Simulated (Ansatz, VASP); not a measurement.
Ga: VASP beside Ansatz

```
Ga
1.0
     2.27446   -3.83368    0.00784
     2.23624    3.81112   -0.03039
    -0.02258   -0.02258    4.51670
Ga
4
Cartesian
  2.2403 2.6435 0.3300
  2.2517 -1.1866 1.8983
  2.2478 -2.6887 4.1641
  2.2365 1.1415 2.5958
```

Change from the starting cell: equal xy, yz and zx shear strains of -1 %.

Alike in both runs: task single point; functional PBE; k mesh 9 × 9 × 8; occupations fermi-dirac, width 0.05 eV; no spin polarisation.

|  | VASP | Ansatz |
| --- | --- | --- |
| version | VASP 6.6.1 | Ansatz 0.2.0 |
| potentials or method | VASP PAW PBE potentials, release 64 (Ga_d), cutoff 520 eV | all-electron LAPW, scalar-relativistic |

Ansatz gave:

```
pressure (GPa)                                                : 2.3
traceless stress, the component that is largest in VASP (GPa) : 1.60
rms of the force components (eV/Å)                            : 0.251
```

Estimate VASP's values.

pressure (GPa): 2.3; traceless stress, the component that is largest in VASP (GPa): 1.63; rms of the force components (eV/Å): 0.251.

Atom by atom the forces differ by 0.000 eV/Å (rms over components). Ansatz ran all-electron here, and VASP with PAW potentials.
